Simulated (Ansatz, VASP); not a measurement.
## Two plane-wave programs on Sn

```
CELL_PARAMETERS angstrom
-1.83781 1.83781 1.95149
1.83781 -1.83781 1.95149
1.83781 1.83781 -1.95149
ATOMIC_POSITIONS crystal
Sn 0.00000 0.00000 0.00000
```

Change from the starting cell: strain -0.030 along x and y, +0.030 along z, atoms carried along.

Alike in both runs: task single point; functional LDA; k mesh 18 × 18 × 18; occupations gaussian, width 0.15 eV; no spin polarisation.

|  | VASP | Ansatz |
| --- | --- | --- |
| version | VASP 6.6.1 | Ansatz 0.2.0 |
| potentials or method | VASP PAW LDA potentials, release 64 (Sn_d), cutoff 520 eV | scalar-relativistic, plane waves, PAW |
| valence electrons in the cell | 14 | 14 |

```csv
,VASP,Ansatz,Ansatz less VASP
gap on the k mesh at the Fermi level (eV),none,none,-
pressure (GPa),-1.7,-1.8,-0.04
"traceless stress, the component that is largest in VASP (GPa)",0.50,0.50,0.000
```

LDA's correlation is that of Perdew and Zunger in VASP and of Perdew and Wang (1992) in Ansatz. A gap of «none» marks a metal or a gap that the smearing closes.
